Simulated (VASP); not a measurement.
Input of a VASP 6.6.1 run:

The input INCAR:

```
SYSTEM = Pd
ALGO     = Normal         ! electronic algorithm
EDIFF    = 1E-6           ! SCF threshold, eV
ENCUT    = 630            ! plane-wave cutoff, eV
GGA      = PS             ! functional
GGA_COMPAT= .False.      
ISIF     = 2              ! what is computed and relaxed
ISMEAR   = -1             ! smearing method
LASPH    = .True.         ! aspherical terms in the spheres
LCHARG   = .False.        ! write CHGCAR
LREAL    = .False.        ! projectors in reciprocal space
LWAVE    = .False.        ! write WAVECAR
NBANDS   = 25             ! bands
NELM     = 120            ! most SCF steps
PREC     = Accurate       ! precision mode
SIGMA    = 0.1            ! smearing width, eV
```

KPOINTS

```
k-points
0
Gamma
  11 11 11
  0 0 0
```

Contents of POSCAR:

```
Pd
1.0
    0.0000000000      2.7256136203      2.7256136203
    2.7256136203      0.0000000000      2.7256136203
    2.7256136203      2.7256136203      0.0000000000
Pd
2
Direct
    0.1250000000      0.1250000000      0.1250000000
    0.8750000000      0.8750000000      0.8750000000
```

Potentials or basis: VASP PAW PBE potentials, release 64 (Pd_sv_GW).

The run is started by

```console
$ cat potpaw_PBE.64/Pd_sv_GW/POTCAR > POTCAR
$ mpirun -np 1 vasp_std > vasp.out
```

What does it give for the band gap on the k mesh?

Zero (bands 18 and 19 overlap by 0.53 eV).

Predict the pressure.

14.8 GPa.

Caveat: the cell stands under pressure; the PAW data sets were made with another functional, which shifts forces and pressure a little.
